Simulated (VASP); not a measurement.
# ZrC (P4_2/mmc) in VASP: further runs

The runs below take ZrC through single point, relaxation of cell and atoms, with PBE.

Everything below comes from runs of VASP 6.6.1. Logs are shortened: lines on timing, memory, paths and dates and some standing lists are left out, and cuts for length are marked.

## 1. The cell of the first run

It takes space group P4_2/mmc (No. 131, tetragonal). The conventional cell has a = 3.274 Å, b = 3.274 Å, c = 6.222 Å, α = 90.00°, β = 90.00°, γ = 90.00°. Within 3.3 Å of Zr (site symmetry -4m2) lie 4 C at 2.26 Å and 6 Zr at 3.11 to 3.27 Å. Within 3.0 Å of C (site symmetry mmm) lie 4 Zr at 2.26 Å.

## 2. Single point, PBE (atoms taken out)

Contents of INCAR:

```
PREC = Accurate ; ENCUT = 520
EDIFF = 1E-7 ; ISMEAR = 0
SIGMA = 0.1 ; LREAL = F
LASPH = T ; NELM = 80
ALGO = Normal ; ISIF = 2
LWAVE = F ; LCHARG = F
GGA = PE ; NBANDS = 24
```

Contents of KPOINTS:

```
regular mesh
0
Gamma
  4 4 4
```

Contents of POSCAR:

```
ZrC
1.0
    3.2743757672      0.0000000000      0.0000000000
    0.0000000000      3.2743757672      0.0000000000
    0.0000000000      0.0000000000      6.2224157134
Zr C
2 2
Direct
    0.5000000000      0.5000000000      0.2500000000
    0.5000000000      0.5000000000      0.7500000000
    0.0000000000      0.5000000000      0.0000000000
    0.5000000000      0.0000000000      0.5000000000
```

Potentials or basis: VASP PAW PBE potentials, release 64 (Zr_sv, C).

Command:

```sh
> cat potpaw_PBE.64/Zr_sv/POTCAR potpaw_PBE.64/C/POTCAR > POTCAR
> mpirun -np 1 vasp_std > vasp.out
```

OUTCAR:

```text
PREC = Accurate
   ENCUT = 520
   EDIFF = 1E-7
   ISMEAR = 0
   LREAL = F
   LASPH = T
   NELM = 80
   ISIF = 2
   GGA = PE

 ion  position               nearest neighbor table
   1  0.500  0.500  0.250-   3 2.26   4 2.26   4 2.26   3 2.26   2 3.11   2 3.11
   2  0.500  0.500  0.750-   3 2.26   4 2.26   4 2.26   3 2.26   1 3.11   1 3.11
   3  0.000  0.500  0.000-   1 2.26   2 2.26   1 2.26   2 2.26
   4  0.500  0.000  0.500-   1 2.26   2 2.26   1 2.26   2 2.26

  LATTYP: Found a simple tetragonal cell.
 ALAT       =     3.2743757672
 C/A-ratio  =     1.9003364781

  Lattice vectors:

 A1 = (   3.2743757672,   0.0000000000,   0.0000000000)
 A2 = (   0.0000000000,   3.2743757672,   0.0000000000)
 A3 = (   0.0000000000,   0.0000000000,   6.2224157134)

Analysis of symmetry for initial positions (statically):
=====================================================================
 Subroutine PRICEL returns:
 Original cell was already a primitive cell.

 Routine SETGRP: Setting up the symmetry group for a
 simple tetragonal supercell.

 Subroutine GETGRP returns: Found 16 space group operations
 (whereof  8 operations were pure point group operations)
 out of a pool of 16 trial point group operations.

The static configuration has the point symmetry D_2h.
 The point group associated with its full space group is D_4h.

Analysis of symmetry for dynamics (positions and initial velocities):
=====================================================================
 Subroutine PRICEL returns:
 Original cell was already a primitive cell.

 Routine SETGRP: Setting up the symmetry group for a
 simple tetragonal supercell.

 Subroutine GETGRP returns: Found 16 space group operations
 (whereof  8 operations were pure point group operations)
 out of a pool of 16 trial point group operations.

The dynamic configuration has the point symmetry D_2h.
 The point group associated with its full space group is D_4h.

 Subroutine INISYM returns: Found 16 space group operations
 (whereof  8 operations are pure point group operations),
 and found     1 'primitive' translations

----------------------------------------------------------------------------------------

                                     Primitive cell

  volume of cell :      66.7139

  direct lattice vectors                    reciprocal lattice vectors
     3.274375767  0.000000000  0.000000000     0.305401723  0.000000000  0.000000000
     0.000000000  3.274375767  0.000000000     0.000000000  0.305401723  0.000000000
     0.000000000  0.000000000  6.222415713     0.000000000  0.000000000  0.160709288

  length of vectors
     3.274375767  3.274375767  6.222415713     0.305401723  0.305401723  0.160709288

  position of ions in fractional coordinates (direct lattice)
     0.500000000  0.500000000  0.250000000
     0.500000000  0.500000000  0.750000000
     0.000000000  0.500000000  0.000000000
     0.500000000  0.000000000  0.500000000

  ion indices of the primitive-cell ions
   primitive index   ion index
                 1           1
                 2           2
                 3           3
                 4           4

----------------------------------------------------------------------------------------

 KPOINTS: regular mesh

Automatic generation of k-mesh.
 Grid dimensions read from file:
 generate k-points for:    4    4    4

 Generating k-lattice:

  Cartesian coordinates                     Fractional coordinates (reciprocal lattice)
     0.076350431  0.000000000  0.000000000     0.250000000  0.000000000  0.000000000
     0.000000000  0.076350431  0.000000000     0.000000000  0.250000000  0.000000000
     0.000000000  0.000000000  0.040177322     0.000000000  0.000000000  0.250000000

  Length of vectors
     0.076350431  0.076350431  0.040177322

  Shift w.r.t. Gamma in fractional coordinates (k-lattice)
     0.000000000  0.000000000  0.000000000

 Subroutine IBZKPT returns following result:
 ===========================================

 Found     18 irreducible k-points:

 Following reciprocal coordinates:
            Coordinates               Weight
  0.000000  0.000000  0.000000      1.000000
  0.250000  0.000000  0.000000      4.000000
  0.500000  0.000000  0.000000      2.000000
  0.250000  0.250000  0.000000      4.000000
  0.500000  0.250000  0.000000      4.000000
  0.500000  0.500000  0.000000      1.000000
[... 10 lines left out ...]
  0.500000  0.250000  0.500000      4.000000
  0.500000  0.500000  0.500000      1.000000
   k-points           NKPTS =     18   k-points in BZ     NKDIM =     18   number of bands    NBANDS=     24
   number of dos      NEDOS =    301   number of ions     NIONS =      4
   total plane-waves  NPLWV =  27648
   dimension x,y,z NGX =    24 NGY =   24 NGZ =   48
   dimension x,y,z NGXF=    48 NGYF=   48 NGZF=   96
   ions per type =               2   2
   NGX,Y,Z   is equivalent  to a cutoff of  12.19, 12.19, 12.82 a.u.
   NGXF,Y,Z  is equivalent  to a cutoff of  24.37, 24.37, 25.65 a.u.
 SYSTEM =  unknown system
   PREC   = accura    normal or accurate (medium, high low for compatibility)
   ISTART =      0    job   : 0-new  1-cont  2-samecut
   ICHARG =      2    charge: 1-file 2-atom 10-const
   ISPIN  =      1    spin polarized calculation?
   LNONCOLLINEAR =      F non collinear calculations
   LSORBIT =      F    spin-orbit coupling
   LASPH  =      T    aspherical Exc in radial PAW
   ENCUT  =  520.0 eV  38.22 Ry    6.18 a.u.   6.09  6.09 11.57*2*pi/ulx,y,z
   NELM   =     80;   NELMIN=  2; NELMDL= -5     # of ELM steps
   EDIFF  = 0.1E-06   stopping-criterion for ELM
   LREAL  =      F    real-space projection
   EDIFFG = 0.1E-05   stopping-criterion for IOM
   NSW    =      0    number of steps for IOM
   IBRION =     -1    ionic relax: 0-MD 1-quasi-New 2-CG
   NFREE  =      0    steps in history (QN), initial steepest desc. (CG)
   ISIF   =      2    stress and relaxation
   ISYM   =      2    0-nonsym 1-usesym 2-fastsym
   POTIM  = 0.5000    time-step for ionic-motion
   TEBEG  =    0.0;   TEEND  =   0.0 temperature during run
   PSTRESS=    0.0 pullay stress
   NELECT =      32.0000    total number of electrons
   NUPDOWN=      -1.0000    fix difference up-down
   EMIN   =  10.00;   EMAX   =-10.00  energy-range for DOS
   EFERMI =   0.00;   METHOD = LEGACY
   ISMEAR =     0;   SIGMA  =   0.10  broadening in eV -4-tet -1-fermi 0-gaus
   EFERMI_NEDOS =   21; number of points for ismear=-14 and -15
   IALGO  =     38    algorithm
   IMIX   =      4    mixing-type and parameters
     AMIX     =   0.40;   BMIX     =  1.00
     AMIX_MAG =   1.60;   BMIX_MAG =  1.00
  volume/ion in A,a.u.               =      16.68       112.55
  Fermi-wavevector in a.u.,A,eV,Ry     =   1.281503  2.421689 22.344151  1.642249
  Thomas-Fermi vector in A             =   2.413869
   LORBIT       =      0    0 simple, 1 ext, 2 COOP (PROOUT), +10 PAW based schemes
   GGA     = PE    functional components
   LHFCALC =     F    Hartree Fock is set to
   AEXX    =    0.0000 exact exchange contribution
   IVDW    =     0    specifies the selected vdW correction
   LEPSILON=     F    determine dielectric tensor
   LRPA    =     F    only Hartree local field effects (RPA)
 non-spin polarized calculation
 Gauss-broadening in eV      SIGMA  =   0.10
  energy-cutoff  :      520.00
  volume of cell :       66.71
 maximum number of plane-waves:      1848
   NGX = 13   NGY = 13   NGZ = 23

 number of electron      32.0000000 magnetization

 Free energy of the ion-electron system (eV)
  ---------------------------------------------------
  ext. energy  EPLUGINS =         0.00000000
  ---------------------------------------------------
  free energy    TOTEN  =       -34.86502916 eV

  energy without entropy =      -34.85194099  energy(sigma->0) =      -34.85848508

 E-fermi :   6.9234     XC(G=0): -10.6694

 val. band max:        6.9094685801   @ k =   0.2500   0.0000   0.5000
 cond. band min:       6.9738975673   @ k =   0.2500   0.0000   0.5000
 fundamental gap:      0.0644289872
 Fermi energy:         6.9233538813

 k-point     1 :       0.0000    0.0000    0.0000
  band No.  band energies     occupation
      1     -41.5127      2.00000
      2     -41.4406      2.00000
      3     -19.9482      2.00000
      4     -19.4486      2.00000
      5     -19.4486      2.00000
      6     -19.3564      2.00000
[... 16 lines left out ...]
     23      11.2561      0.00000
     24      11.2976      0.00000

 k-point     2 :       0.2500    0.0000    0.0000
  band No.  band energies     occupation
      1     -41.4929      2.00000
      2     -41.4214      2.00000
      3     -19.9065      2.00000
      4     -19.6987      2.00000
      5     -19.5898      2.00000
      6     -19.4283      2.00000
[... 16 lines left out ...]
     23      11.6238      0.00000
     24      12.4571      0.00000

 k-point     3 :       0.5000    0.0000    0.0000
  band No.  band energies     occupation
      1     -41.4730      2.00000
      2     -41.4021      2.00000
      3     -19.9431      2.00000
      4     -19.8587      2.00000
      5     -19.8129      2.00000
      6     -19.4079      2.00000
[... 16 lines left out ...]
     23      11.8249      0.00000
     24      12.1206      0.00000
[... 352 lines left out ...]
 k-point    17 :       0.5000    0.2500    0.5000
  band No.  band energies     occupation
      1     -41.4187      2.00000
      2     -41.4187      2.00000
      3     -19.8697      2.00000
      4     -19.8318      2.00000
      5     -19.6201      2.00000
      6     -19.5830      2.00000
[... 16 lines left out ...]
     23      11.9860      0.00000
     24      12.6294      0.00000

 k-point    18 :       0.5000    0.5000    0.5000
  band No.  band energies     occupation
      1     -41.3995      2.00000
      2     -41.3995      2.00000
      3     -19.8418      2.00000
      4     -19.8418      2.00000
      5     -19.8035      2.00000
      6     -19.8035      2.00000
[... 16 lines left out ...]
     23      11.7380      0.00000
     24      11.7380      0.00000

------------------------ aborting loop because EDIFF is reached ----------------------------------------

  FORCE on cell =-STRESS in cart. coord.  units (eV):
  Direction    XX          YY          ZZ          XY          YZ          ZX
  --------------------------------------------------------------------------------------
  -------------------------------------------------------------------------------------
  Total        0.0089708      0.0089708      0.0408618     -0.0000000      0.0000000      0.0000000
  in kB        0.2154405      0.2154405      0.9813230     -0.0000000      0.0000000      0.0000000
  external PRESSURE =       0.4707347 kB  Pullay stress =       0.0000000 kB

 VOLUME and BASIS-vectors are now :
 -----------------------------------------------------------------------------
  energy-cutoff  :      520.00
  volume of cell :       66.71
      direct lattice vectors                 reciprocal lattice vectors
     3.274375767  0.000000000  0.000000000     0.305401723  0.000000000  0.000000000
     0.000000000  3.274375767  0.000000000     0.000000000  0.305401723  0.000000000
     0.000000000  0.000000000  6.222415713     0.000000000  0.000000000  0.160709288

 POSITION                                       TOTAL-FORCE (eV/Angst)
 -----------------------------------------------------------------------------------
      1.63719      1.63719      1.55560         0.000000     -0.000000     -0.000000
      1.63719      1.63719      4.66681        -0.000000     -0.000000     -0.000000
      0.00000      1.63719      0.00000         0.000000      0.000000      0.000000
      1.63719      0.00000      3.11121         0.000000      0.000000      0.000000
 -----------------------------------------------------------------------------------
    total drift:                                0.000000     -0.000000     -0.000000

  FREE ENERGIE OF THE ION-ELECTRON SYSTEM (eV)
  ---------------------------------------------------
  free  energy   TOTEN  =       -34.8650291610 eV

  energy  without entropy=      -34.8519409945  energy(sigma->0) =      -34.85848508
```

Run time: 21 s. Hardware: 1 thread of Intel Xeon Platinum 8488C (Sapphire Rapids), shared host; peak memory 0.18 GiB.

Results:

```yaml
Free_energy: -34.8650 eV
Pressure: 0.0 GPa
Band_gap_on_the_k_mesh: zero (bands 16 and 17 overlap by 0.29 eV)
```

Caveat: the k points lie up to 0.48 Å⁻¹ apart; the cell differs from its parent crystal (atoms taken out).

## 3. Single point, PBE (atoms taken out)

Contents of INCAR:

```
PREC     = Accurate       # precision mode
ENCUT    = 520            # plane-wave cutoff, eV
EDIFF    = 1E-7           # SCF threshold, eV
ISMEAR   = 0              # smearing method
SIGMA    = 0.1            # smearing width, eV
LREAL    = F              # projectors in reciprocal space
LASPH    = T              # aspherical terms in the spheres
NELM     = 80             # most SCF steps
ALGO     = Normal         # electronic algorithm
ISIF     = 2              # what is computed and relaxed
LWAVE    = F              # write WAVECAR
LCHARG   = F              # write CHGCAR
GGA      = PE             # functional
NBANDS   = 24             # bands
```

Contents of KPOINTS:

```
regular mesh
0
Gamma
  6 6 4
```

Contents of POSCAR:

```
ZrC
1.0
    3.2855250332      0.0000000000      0.0000000000
    0.0000000000      3.2855250332      0.0000000000
    0.0000000000      0.0000000000      6.1887565839
Zr C
2 2
Direct
    0.5000000000      0.5000000000      0.2500000000
    0.5000000000      0.5000000000      0.7500000000
    0.0000000000      0.5000000000      0.0000000000
    0.5000000000      0.0000000000      0.5000000000
```

Potentials or basis: VASP PAW PBE potentials, release 64 (Zr_sv, C).

Command:

```sh
> cat potpaw_PBE.64/Zr_sv/POTCAR potpaw_PBE.64/C/POTCAR > POTCAR
> mpirun -np 1 vasp_std > vasp.out
```

OUTCAR:

```text
PREC = Accurate
   ENCUT = 520
   EDIFF = 1E-7
   ISMEAR = 0
   LREAL = F
   LASPH = T
   NELM = 80
   ISIF = 2
   GGA = PE

 ion  position               nearest neighbor table
   1  0.500  0.500  0.250-   3 2.26   4 2.26   4 2.26   3 2.26   2 3.09   2 3.09
   2  0.500  0.500  0.750-   3 2.26   4 2.26   4 2.26   3 2.26   1 3.09   1 3.09
   3  0.000  0.500  0.000-   1 2.26   2 2.26   1 2.26   2 2.26
   4  0.500  0.000  0.500-   1 2.26   2 2.26   1 2.26   2 2.26

  LATTYP: Found a simple tetragonal cell.
 ALAT       =     3.2855250332
 C/A-ratio  =     1.8836431077

  Lattice vectors:

 A1 = (   3.2855250332,   0.0000000000,   0.0000000000)
 A2 = (   0.0000000000,   3.2855250332,   0.0000000000)
 A3 = (   0.0000000000,   0.0000000000,   6.1887565839)

Analysis of symmetry for initial positions (statically):
=====================================================================
 Subroutine PRICEL returns:
 Original cell was already a primitive cell.

 Routine SETGRP: Setting up the symmetry group for a
 simple tetragonal supercell.

[... 170 lines left out ...]
  energy without entropy =      -34.83264970  energy(sigma->0) =      -34.83872613

 E-fermi :   6.9178     XC(G=0): -10.6564

 val. band max:        6.8838801197   @ k =   0.0000   0.0000   0.5000
 cond. band min:       6.9296357750   @ k =   0.3333   0.0000   0.2500
 fundamental gap:      0.0457556552
 Fermi energy:         6.9178396994

 k-point     1 :       0.0000    0.0000    0.0000
  band No.  band energies     occupation
      1     -41.5693      2.00000
      2     -41.4928      2.00000
      3     -20.0254      2.00000
      4     -19.5066      2.00000
      5     -19.5066      2.00000
      6     -19.4098      2.00000
[... 637 lines left out ...]
     23      11.8798      0.00000
     24      11.9337      0.00000

 [... further k-points ...]

------------------------ aborting loop because EDIFF is reached ----------------------------------------

  FORCE on cell =-STRESS in cart. coord.  units (eV):
  Direction    XX          YY          ZZ          XY          YZ          ZX
  --------------------------------------------------------------------------------------
  -------------------------------------------------------------------------------------
  Total        0.0371256      0.0371256      0.0621811     -0.0000000      0.0000000      0.0000000
  in kB        0.8903717      0.8903717      1.4912699     -0.0000000      0.0000000      0.0000000
  external PRESSURE =       1.0906711 kB  Pullay stress =       0.0000000 kB

 VOLUME and BASIS-vectors are now :
 -----------------------------------------------------------------------------
  energy-cutoff  :      520.00
  volume of cell :       66.81
      direct lattice vectors                 reciprocal lattice vectors
     3.285525033  0.000000000  0.000000000     0.304365357  0.000000000  0.000000000
     0.000000000  3.285525033  0.000000000     0.000000000  0.304365357  0.000000000
     0.000000000  0.000000000  6.188756584     0.000000000  0.000000000  0.161583347

 POSITION                                       TOTAL-FORCE (eV/Angst)
 -----------------------------------------------------------------------------------
      1.64276      1.64276      1.54719        -0.000000      0.000000     -0.000000
      1.64276      1.64276      4.64157         0.000000     -0.000000      0.000000
      0.00000      1.64276      0.00000        -0.000000     -0.000000     -0.000000
      1.64276      0.00000      3.09438        -0.000000     -0.000000     -0.000000
 -----------------------------------------------------------------------------------
    total drift:                                0.000000     -0.000000     -0.000000

  FREE ENERGIE OF THE ION-ELECTRON SYSTEM (eV)
  ---------------------------------------------------
  free  energy   TOTEN  =       -34.8448025539 eV

  energy  without entropy=      -34.8326496961  energy(sigma->0) =      -34.83872613
```

OSZICAR:

```text
N       E                     dE             d eps       ncg     rms          rms(c)
DAV:   1     0.264116313770E+03    0.26412E+03   -0.16568E+04  1440   0.129E+03
DAV:   2    -0.198879400409E+02   -0.28400E+03   -0.26573E+03  1728   0.364E+02
DAV:   3    -0.421101545624E+02   -0.22222E+02   -0.21930E+02  2592   0.810E+01
DAV:   4    -0.432731400086E+02   -0.11630E+01   -0.11622E+01  1792   0.171E+01
DAV:   5    -0.433140766640E+02   -0.40937E-01   -0.40934E-01  2264   0.248E+00    0.269E+01
DAV:   6    -0.355333503875E+02    0.77807E+01   -0.45779E+01  1704   0.311E+01    0.994E+00
DAV:   7    -0.348736300090E+02    0.65972E+00   -0.51049E+00  1936   0.106E+01    0.749E+00
DAV:   8    -0.348720909083E+02    0.15391E-02   -0.47548E-01  1824   0.415E+00    0.153E+00
DAV:   9    -0.348448953929E+02    0.27196E-01   -0.13754E-01  2072   0.150E+00    0.585E-01
DAV:  10    -0.348447486517E+02    0.14674E-03   -0.78351E-03  1792   0.610E-01    0.279E-01
DAV:  11    -0.348448090518E+02   -0.60400E-04   -0.98679E-04  2184   0.223E-01    0.309E-02
DAV:  12    -0.348448032683E+02    0.57835E-05   -0.28199E-05  1752   0.406E-02    0.117E-02
DAV:  13    -0.348448029154E+02    0.35289E-06   -0.22928E-06  2200   0.907E-03    0.267E-03
DAV:  14    -0.348448026602E+02    0.25522E-06   -0.41989E-07  1592   0.302E-03    0.858E-04
DAV:  15    -0.348448025578E+02    0.10241E-06   -0.30279E-08  1192   0.156E-03    0.488E-04
DAV:  16    -0.348448025539E+02    0.38744E-08   -0.61660E-09  1152   0.640E-04
   1 F= -.34844803E+02 E0= -.34838726E+02  d E =-.121529E-01
```

Wall time 33 s (1 thread of Intel Xeon Platinum 8488C (Sapphire Rapids), shared host); peak memory 0.19 GiB.

Results:

```
Free energy            : -34.8448 eV
Pressure               : 0.1 GPa
Band gap on the k mesh : zero (bands 16 and 17 overlap by 0.31 eV)
```

Caveat: the cell differs from its parent crystal (atoms taken out).

(Part 1 of 2 ends here.)
